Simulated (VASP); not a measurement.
BaS:

```
Ba S
1.0
     0.00000    3.56235    3.51941
     3.56235    0.00000    3.51941
     3.56235    3.56235    0.00000
Ba S
1 1
Direct
  0.00000 0.00000 0.00000
  0.25000 0.25000 0.25000
```

This cell differs from its parent crystal: biaxial xy strain +1.2%.

Program: VASP 6.6.1. Alike in all runs: task single point; potentials or basis VASP PAW PBE potentials, release 64 (Ba_sv, S); no spin polarisation; cell as given.

Q: Order these runs on this cell by their band gap on the k mesh, lowest first.
A. level HSE06; k mesh 4 × 4 × 4; cutoff (eV) 400; smearing gaussian 0.01 eV; grid for exact exchange (PRECFOCK) Normal; share of exact exchange 0.25; screening parameter 0.2079 1/Å
B. level PBE; k mesh 6 × 6 × 6; cutoff (eV) 500; smearing fermi-dirac 0.02 eV
C. level r2SCAN; k mesh 6 × 6 × 6; cutoff (eV) 550; smearing gaussian 0.01 eV

A: B (2.72 eV), C (3.04 eV), A (3.59 eV).

Caveats: the structure was generated, so it needn't be the stable form of BaS; spin-orbit coupling is left out, which moves the levels of the heavy elements.

A k mesh can miss the band edges.
